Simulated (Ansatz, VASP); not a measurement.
**HClF2: VASP beside Ansatz**

```xyz
4
Lattice="4.1854 0.0000 0.0000 0.0000 4.1854 0.0000 0.0000 0.0000 3.8256" Properties=species:S:1:pos:R:3 pbc="T T T"
H     2.0927    2.0927    2.0054
Cl    0.0000    0.0000    1.9594
F     2.0927    0.0000    1.9909
F     0.0000    2.0927    1.9909
```

Alike in both runs: functional PBE; dispersion D3(BJ); k mesh 4 × 4 × 4; occupations gaussian, width 0.1 eV; collinear spin.

Ansatz relaxed the structure, and its values are those at the end. VASP's run is a single point on that final structure, the one shown.

```csv
,VASP,Ansatz
version,VASP 6.6.1,Ansatz 0.2.0
potentials or method,"VASP PAW PBE potentials, release 64 (H, Cl, F), cutoff 520 eV","scalar-relativistic, plane waves, PAW"
valence electrons in the cell,22,22
```

VASP gave:

| Item | Value |
| --- | --- |
| gap on the k mesh at the Fermi level (eV) | none |
| pressure (GPa) | -0.2 |
| rms of the force components (eV/Å) | 0.006 |
| net moment per atom (μB) | 0.25 |
| size of the moment on the site where the two differ most (μB) | 0.24 |

Task: Which values does Ansatz return?

Result: gap on the k mesh at the Fermi level (eV): none; pressure (GPa): 0.1; rms of the force components (eV/Å): 0.006; net moment per atom (μB): 0.25; size of the moment on the site where the two differ most (μB): 0.42.

Site moments also hang on the region over which each program counts them. A gap of «none» marks a metal or a gap that the smearing closes.

The k mesh is coarse, so the values compare programs but aren't converged.
